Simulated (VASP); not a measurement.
A run of VASP 6.6.1 is set up as follows.

File INCAR:

```
SYSTEM = MnO
PREC     = Accurate       ! precision mode
ENCUT    = 520            ! plane-wave cutoff, eV
EDIFF    = 1E-7           ! SCF threshold, eV
ISMEAR   = 0              ! smearing method
SIGMA    = 0.05           ! smearing width, eV
LREAL    = .False.        ! projectors in reciprocal space
LASPH    = .True.         ! aspherical terms in the spheres
NELM     = 150            ! most SCF steps
ALGO     = Normal         ! electronic algorithm
ISIF     = 2              ! what is computed and relaxed
LWAVE    = .False.        ! write WAVECAR
LCHARG   = .False.        ! write CHGCAR
ISPIN    = 2              ! spin polarisation
MAGMOM   = 4.53 4.53 0.12 0.12 ! initial moments
LORBIT   = 11             ! projections on sites
LMAXMIX  = 4              ! l up to which the mixer works
LDAU     = .True.         ! DFT+U
LDAUTYPE = 2            
LDAUL    = 2 -1           ! shell
LDAUU    = 3.9 0          ! U, eV
LDAUJ    = 0 0          
LDAUPRINT= 1            
GGA      = PS             ! functional
NBANDS   = 31             ! bands
```

The input KPOINTS:

```
regular mesh
0
Gamma
  8 8 4
  0 0 0
```

File POSCAR:

```
MnO
1.0
    3.4749968429      0.0000000000      0.0000000000
   -1.7374984215      3.0094355441      0.0000000000
    0.0000000000      0.0000000000      5.4767258214
Mn O
2 2
Direct
    0.3333333333      0.6666666667      0.0002254040
    0.6666666667      0.3333333333      0.5002254040
    0.3333333333      0.6666666667      0.3862045960
    0.6666666667      0.3333333333      0.8862045960
```

Potentials or basis: VASP PAW PBE potentials, release 64 (Mn_pv, O).

Run with:

```sh
$ cat potpaw_PBE.64/Mn_pv/POTCAR potpaw_PBE.64/O/POTCAR > POTCAR
$ mpirun -np 1 vasp_std > vasp.out
```

Predict the pressure.

-4.4 GPa.

What does it give for the largest force?

0.010 eV/Å.

Estimate the net moment.

10.00 μB per cell.

Forces in eV/Å, atoms in the order of the input:
```
Mn   0.000  0.000 -0.010
Mn   0.000  0.000 -0.010
O    0.000  0.000  0.010
O    0.000  0.000  0.010
```

Caveat: the cell stands under tension; the PAW data sets were made with another functional, which shifts forces and pressure a little; the run started ferromagnetic, and an antiferromagnetic order may lie lower in energy. The state reached can hang on the start; a lower one may exist.
